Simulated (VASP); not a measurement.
A run of VASP 6.6.1 is set up as follows.

Contents of POSCAR:

```
Sr
1.0
    0.0000000000      3.0498744056      3.0498744056
    3.0498744056      0.0000000000      3.0498744056
    3.0498744056      3.0498744056      0.0000000000
Sr
1
Direct
    0.0000000000      0.0000000000      0.0000000000
```

The input INCAR.step1:

```
PREC = Accurate
ENCUT = 520
ISMEAR = 0
SIGMA = 0.1
LREAL = False
LASPH = True
NELM = 60
NBANDS = 11
GGA = PE
ALGO = Normal
EDIFF = 1E-4
LWAVE = True
LCHARG = False
```

File INCAR.step2:

```
PREC = Accurate
ENCUT = 520
EDIFF = 1E-6
ISMEAR = 0
SIGMA = 0.1
LREAL = False
LASPH = True
NELM = 60
ALGO = Normal
ISIF = 2
LWAVE = False
LCHARG = False
METAGGA = R2SCAN
LMIXTAU = True
NBANDS = 11
ISTART = 1
```

The input KPOINTS:

```
Automatic mesh
0
Gamma
  12 12 12
```

Potentials or basis: VASP PAW PBE potentials, release 64 (Sr_sv).

Run with:

```sh
$ cat potpaw_PBE.64/Sr_sv/POTCAR > POTCAR
$ cp INCAR.step1 INCAR
$ mpirun -np 1 vasp_std > vasp.out
$ cp INCAR.step2 INCAR
$ mpirun -np 1 vasp_std > vasp.out
```

(1) Estimate the band gap on the k mesh.

(2) Predict the pressure.

Results:

(1) zero (bands 5 and 6 overlap by 0.19 eV).

(2) 0.0 GPa.

Caveat: the PAW data sets were made with another functional, which shifts forces and pressure a little.
